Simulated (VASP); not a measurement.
# CoSi (WC type) (P-6m2) in VASP: a series of runs, part 2 of 2

VASP 6.6.1.

### 3 Relaxation of shape and atoms at fixed volume, PBE

This run uses another cell than the first one, of 10.00 Å³/atom.

File INCAR:

```
PREC = Accurate
ENCUT = 600
EDIFF = 1E-7
ISMEAR = -1
SIGMA = 0.05
LREAL = False
LASPH = True
NELM = 120
ALGO = Normal
ISIF = 4
LWAVE = False
LCHARG = False
GGA = PE
IBRION = 2
NSW = 50
EDIFFG = -0.005
GGA_COMPAT = False
NELMIN = 4
```

File KPOINTS:

```
Automatic mesh
0
Gamma
  16 16 14
```

File POSCAR:

```
CoSi
1.0
    3.1240193553      0.0000000000      0.0000000000
   -1.5620096776      2.7054801236      0.0000000000
    0.0000000000      0.0000000000      2.3653050544
Co Si
1 1
Direct
    0.0000000000      0.0000000000      0.0000000000
    0.3333333333      0.6666666667      0.5000000000
```

Potentials or basis: VASP PAW PBE potentials, release 64 (Co, Si).

Run with:

```bash
$ cat potpaw_PBE.64/Co/POTCAR potpaw_PBE.64/Si/POTCAR > POTCAR
$ mpirun -np 1 vasp_std > vasp.out
```

OUTCAR:

```text
PREC = Accurate
   ENCUT = 600
   EDIFF = 1E-7
   ISMEAR = -1
   LREAL = False
   LASPH = True
   NELM = 120
   ISIF = 4
   GGA = PE
   IBRION = 2
   NSW = 50
   EDIFFG = -0.005
   NELMIN = 4

 ion  position               nearest neighbor table
   1  0.000  0.000  0.000-   2 2.16   2 2.16   2 2.16   2 2.16   2 2.16   2 2.16
   2  0.333  0.667  0.500-   1 2.16   1 2.16   1 2.16   1 2.16   1 2.16   1 2.16

  LATTYP: Found a hexagonal cell.
 ALAT       =     3.1240193553
 C/A-ratio  =     0.7571352112

  Lattice vectors:

 A1 = (   3.1240193553,   0.0000000000,   0.0000000000)
 A2 = (  -1.5620096776,   2.7054801236,   0.0000000000)
 A3 = (   0.0000000000,   0.0000000000,   2.3653050544)

Analysis of symmetry for initial positions (statically):
=====================================================================
 Subroutine PRICEL returns:
 Original cell was already a primitive cell.

 Routine SETGRP: Setting up the symmetry group for a
 hexagonal supercell.

 Subroutine GETGRP returns: Found 12 space group operations
 (whereof 12 operations were pure point group operations)
 out of a pool of 24 trial point group operations.

[... 170 lines left out ...]
  -------------------------------------------------------------------------------------
  Total        7.3833303      7.3833303     10.1813107      0.0000000     -0.0000000     -0.0000000
  in kB      591.7219174    591.7219174    815.9603358      0.0000000     -0.0000000     -0.0000000
  external PRESSURE =     666.4680569 kB  Pullay stress =       0.0000000 kB
[... 59 lines left out ...]
--------------------------------------- Ionic step        3  -------------------------------------------

 number of electron      13.0000000 magnetization

 Free energy of the ion-electron system (eV)
  ---------------------------------------------------
  ext. energy  EPLUGINS =         0.00000000
  ---------------------------------------------------
  free energy    TOTEN  =       -12.46421737 eV

  energy without entropy =      -12.45699915  energy(sigma->0) =      -12.46060826

 E-fermi :  13.3840     XC(G=0): -13.1650

 val. band max:       13.3786367726   @ k =   0.1875   0.1875   0.0714
 cond. band min:      13.4079379522   @ k =   0.3125   0.1250   0.5000
 fundamental gap:      0.0293011796
 Fermi energy:        13.3840468289

 k-point     1 :       0.0000    0.0000    0.0000
  band No.  band energies     occupation
      1      -0.8507      2.00000
      2       8.9127      2.00000
      3       9.5586      2.00000
      4       9.5586      2.00000
      5      11.9773      2.00000
      6      11.9773      2.00000
      7      18.6736      0.00000
      8      18.6736      0.00000
      9      20.2568      0.00000
     10      22.0104      0.00000
[... 287 lines left out ...]
 k-point    24 :       0.2500    0.1875    0.0000
  band No.  band energies     occupation
      1       1.8608      2.00000
      2       6.8150      2.00000
      3       8.7598      2.00000
      4      10.8639      2.00000
      5      11.4421      2.00000
      6      11.7587      2.00000
      7      12.4791      2.00000
      8      13.7826      0.00069
      9      22.8003      0.00000
     10      24.8096      0.00000

 [... further k-points ...]
[... 5 lines left out ...]
  --------------------------------------------------------------------------------------
  -------------------------------------------------------------------------------------
  Total        7.7744953      7.7744953      7.7737542      0.0000000      0.0000000      0.0000000
  in kB      623.0710343    623.0710343    623.0116450      0.0000000      0.0000000      0.0000000
  external PRESSURE =     623.0512379 kB  Pullay stress =       0.0000000 kB
[... 17 lines left out ...]
  FREE ENERGIE OF THE ION-ELECTRON SYSTEM (eV)
  ---------------------------------------------------
  free  energy   TOTEN  =       -12.4642173736 eV

  energy  without entropy=      -12.4569991549  energy(sigma->0) =      -12.46060826

 reached required accuracy - stopping structural energy minimisation
```

OSZICAR:

```text
N       E                     dE             d eps       ncg     rms          rms(c)
DAV:   1     0.541005166144E+02    0.54101E+02   -0.64558E+03  4816   0.157E+03
DAV:   2    -0.116060217665E+02   -0.65707E+02   -0.62449E+02  4818   0.242E+02
DAV:   3    -0.138459821224E+02   -0.22400E+01   -0.22133E+01  5602   0.552E+01
[... 27 lines left out ...]
DAV:   3    -0.124644418315E+02    0.24346E-03   -0.26581E-03  5630   0.918E-01    0.126E-01
DAV:   4    -0.124642187836E+02    0.22305E-03   -0.11428E-03  5886   0.604E-01    0.219E-02
DAV:   5    -0.124642176498E+02    0.11338E-05   -0.26440E-05  5480   0.668E-02    0.802E-03
DAV:   6    -0.124642173978E+02    0.25199E-06   -0.18133E-06  7082   0.221E-02    0.206E-03
DAV:   7    -0.124642173736E+02    0.24235E-07   -0.76472E-08  2826   0.556E-03
   3 F= -.12464217E+02 E0= -.12460608E+02  d E =-.523063E-01
```

Run time: 85 s. Hardware: 1 thread of Intel Xeon Platinum 8488C (Sapphire Rapids), shared host; peak memory 0.2 GiB.

What came out:

```
Free energy               : -12.4642 eV
Energy gained by relaxing : 26.2 meV/atom
Ionic steps               : 3
Pressure after relaxing   : 62.3 GPa
Band gap on the k mesh    : zero (an odd number of electrons rules out a gap without spin polarisation)
```

The path:
| step | energy change (eV) | largest force (eV/Å) | pressure (GPa) | volume (Å³) |
| --- | --- | --- | --- | --- |
| 1 | 0.0000 | 0.0000 | 66.65 | 19.99 |
| 2 | -0.0518 | 0.0000 | 61.92 | 19.99 |
| 3 | -0.0523 | 0.0000 | 62.31 | 19.99 |

Final structure:
```
CELL_PARAMETERS angstrom
3.06206 0.00000 0.00000
-1.53103 2.65182 0.00000
0.00000 0.00000 2.46200
ATOMIC_POSITIONS crystal
Co 0.00000 0.00000 0.00000
Si 0.33333 0.66667 0.50000
```

Caveat: the run has no spin polarisation, though such a crystal can be magnetic. Spin polarisation is off, so any magnetic state and its effect on volume and gap are missing.

### 4 Relaxation of shape and atoms at fixed volume, PBE

This run uses another cell than the first one, of 11.00 Å³/atom.

INCAR is that of step 3.

File KPOINTS:

```
regular mesh
0
Gamma
  16 16 14
```

File POSCAR:

```
CoSi
1.0
    3.2248630607      0.0000000000      0.0000000000
   -1.6124315304      2.7928133343      0.0000000000
    0.0000000000      0.0000000000      2.4416573747
Co Si
1 1
Direct
    0.0000000000      0.0000000000      0.0000000000
    0.3333333333      0.6666666667      0.5000000000
```

Run with:

```bash
$ cat potpaw_PBE.64/Co/POTCAR potpaw_PBE.64/Si/POTCAR > POTCAR
$ mpirun -np 1 vasp_std > vasp.out
```

Wall time 84 s (1 thread of Intel Xeon Platinum 8488C (Sapphire Rapids), shared host); peak memory 0.2 GiB.

Results (log left out):

* Free energy: -13.0196 eV
* Energy gained by relaxing: 7.6 meV/atom
* Ionic steps: 3
* Pressure after relaxing: 29.0 GPa
* Band gap on the k mesh: zero (an odd number of electrons rules out a gap without spin polarisation)

The path:
| step | energy change (eV) | largest force (eV/Å) | pressure (GPa) | volume (Å³) |
| --- | --- | --- | --- | --- |
| 1 | 0.0000 | 0.0000 | 30.83 | 21.99 |
| 2 | -0.0153 | 0.0000 | 29.00 | 21.99 |
| 3 | -0.0153 | 0.0000 | 29.03 | 21.99 |

Final structure:
```xyz
2
Lattice="3.1894 0.0000 0.0000 -1.5947 2.7621 0.0000 0.0000 0.0000 2.4962" Properties=species:S:1:pos:R:3 pbc="T T T"
Co   -1.5947    2.7621    0.0000
Si    0.0000    1.8414    1.2481
```

Levels at points of the mesh, in eV from the Fermi level:
| k point | band 2 | band 3 | band 4 | band 5 | band 6 | band 7 | band 8 | band 9 | band 10 |
| --- | --- | --- | --- | --- | --- | --- | --- | --- | --- |
| (0.00, 0.00, 0.00) | -3.86 | -3.46 | -3.46 | -1.12 | -1.12 | 4.65 | 4.65 | 6.54 | 8.04 |
| (0.50, 0.00, 0.00) | -7.41 | -3.78 | -1.88 | -1.64 | -1.24 | -1.10 | 0.21 | 6.51 | 11.48 |
| (0.00, 0.00, 0.50) | -7.76 | -3.25 | -3.25 | -2.38 | -2.38 | 0.76 | 7.18 | 7.18 | 11.63 |
| (0.50, 0.00, 0.50) | -5.73 | -3.85 | -3.26 | -1.61 | -1.29 | -0.69 | 3.11 | 3.13 | 6.93 |

Caveat: the run has no spin polarisation, though such a crystal can be magnetic.

### 5 Summary

| cell | gap on the mesh (eV) | pressure (GPa) |
| --- | --- | --- |
| relaxed from a = 3.016, b = 3.016, c = 2.284 Å, angles 90.0, 90.0, 120.0°, 2 atoms | none | 114.1 |
| relaxed from a = 3.124, b = 3.124, c = 2.365 Å, angles 90.0, 90.0, 120.0°, 2 atoms | none | 62.3 |
| relaxed from a = 3.225, b = 3.225, c = 2.442 Å, angles 90.0, 90.0, 120.0°, 2 atoms | none | 29.0 |

Alike in all rows: task relaxation of shape and atoms at fixed volume; level PBE; potentials or basis VASP PAW PBE potentials, release 64 (Co, Si); no spin polarisation; k mesh 16 × 16 × 14; cutoff (eV) 600; smearing fermi-dirac 0.05 eV.

Caveats: the run has no spin polarisation, though such a crystal can be magnetic.

Total energies depend on the potentials used, so only differences within one code and one set of settings carry meaning.
